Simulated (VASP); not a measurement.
Si23H4O48 (a cell with a defect), 75 atoms in the cell. The cell holds a defect, 75 atoms: a = 9.832 Å, b = 9.832 Å, c = 10.818 Å, α = 90.00°, β = 90.00°, γ = 120.00°. 

| Quantity | Value |
| --- | --- |
| Program | VASP 6.6.1 |
| Task | single point |
| Functional | PBE |
| Potentials or basis | VASP PAW PBE potentials, release 64 (Si, O, H) |
| Cutoff | 520 eV |
| k mesh | 1 × 1 × 1 |
| Occupations | gaussian, width 0.02 eV |
| Spin | no spin polarisation |
| Dipole correction | no |
| Further INCAR settings | LREAL = Auto; ALGO = Normal; EDIFF = 1e-06; NBANDS = 235 |

Potentials or basis: VASP PAW PBE potentials, release 64 (Si, O, H).

Command:

```sh
$ cat potpaw_PBE.64/Si/POTCAR potpaw_PBE.64/O/POTCAR potpaw_PBE.64/H/POTCAR > POTCAR
$ mpirun -np 1 vasp_gam > vasp.out
```

Hardware: 1 thread of Intel(R) Xeon(R) 6975P-C (Granite Rapids), on a shared host.

How long does it take, and how much memory?

Wall time 3.9 min on 1 thread of Intel(R) Xeon(R) 6975P-C (Granite Rapids), with other jobs on the host, peak memory 0.98 GiB. Counts: scf iterations 16, k points 1.
